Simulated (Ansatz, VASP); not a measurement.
# PbO in VASP and in Ansatz

File POSCAR:

```
PbO
1.0
    3.9780804971      0.0000000000      0.0000000000
    0.0000000000      3.9780804971      0.0000000000
    0.0000000000      0.0000000000      5.0127125567
Pb O
2 2
Direct
    0.5000000000      0.0000000000      0.2368000000
    0.0000000000      0.5000000000      0.7632000000
    0.0000000000      0.0000000000      0.0000000000
    0.5000000000      0.5000000000      0.0000000000
```

INCAR.step1

```
ALGO = Normal
EDIFF = 1E-4
ENCUT = 520
GGA = PE
ISMEAR = 0
LASPH = T
LCHARG = F
LREAL = F
LWAVE = T
NBANDS = 28
NELM = 80
PREC = Accurate
SIGMA = 0.05
```

Contents of INCAR.step2:

```
ALGO = Normal
EDIFF = 1E-6
ENCUT = 520
ISIF = 2
ISMEAR = 0
ISTART = 1
LASPH = T
LCHARG = F
LMIXTAU = T
LREAL = F
LWAVE = F
METAGGA = R2SCAN
NBANDS = 28
NELM = 80
PREC = Accurate
SIGMA = 0.05
```

The input KPOINTS:

```
k-points
0
Gamma
  8 8 8
```

Input for Ansatz:

```yaml
crystal:
  lattice:
    - [3.9780804971, 0.0, 0.0]
    - [0.0, 3.9780804971, 0.0]
    - [0.0, 0.0, 5.0127125567]
  atoms:
    - { symbol: Pb, position: [0.5, 0.0, 0.2368] }
    - { symbol: Pb, position: [0.0, 0.5, 0.7632] }
    - { symbol: O, position: [0.0, 0.0, 0.0] }
    - { symbol: O, position: [0.5, 0.5, 0.0] }
basis:
  ecutwfc: 500
  ecutrho_ratio: 4
kpoints:
  mp_grid: { grid: [8, 8, 8] }
hamiltonian:
  xc: r2scan
scf:
  occupations: { method: gaussian, width: 0.05 }
output:
  forces: true
  stress: true
  eigenvalues: true
```

Alike in both runs: task single point; functional r2SCAN; k mesh 8 × 8 × 8; occupations gaussian, width 0.05 eV; no spin polarisation.

|  | VASP | Ansatz |
| --- | --- | --- |
| version | VASP 6.6.1 | Ansatz 0.2.0 |
| potentials or method | VASP PAW PBE potentials, release 64 (Pb_d, O), cutoff 520 eV | scalar-relativistic, plane waves, PAW |
| valence electrons in the cell | 40 | 40 |

|  | VASP | Ansatz | Ansatz less VASP |
| --- | --- | --- | --- |
| gap on the k mesh at the Fermi level (eV) | 1.52 | 1.52 | -0.001 |
| least direct gap on the mesh (eV) | 2.67 | 2.68 | +0.010 |
| pressure (GPa) | 1.6 | 1.1 | -0.51 |
| traceless stress, the component that is largest in VASP (GPa) | -0.19 | -0.08 | +0.112 |
| rms of the force components (eV/Å) | 0.021 | 0.024 | +0.0035 |

VASP's potentials were made for PBE, not for r2SCAN. Atom by atom the forces differ by 0.045 eV/Å (rms over components).

Spin-orbit coupling is off throughout.
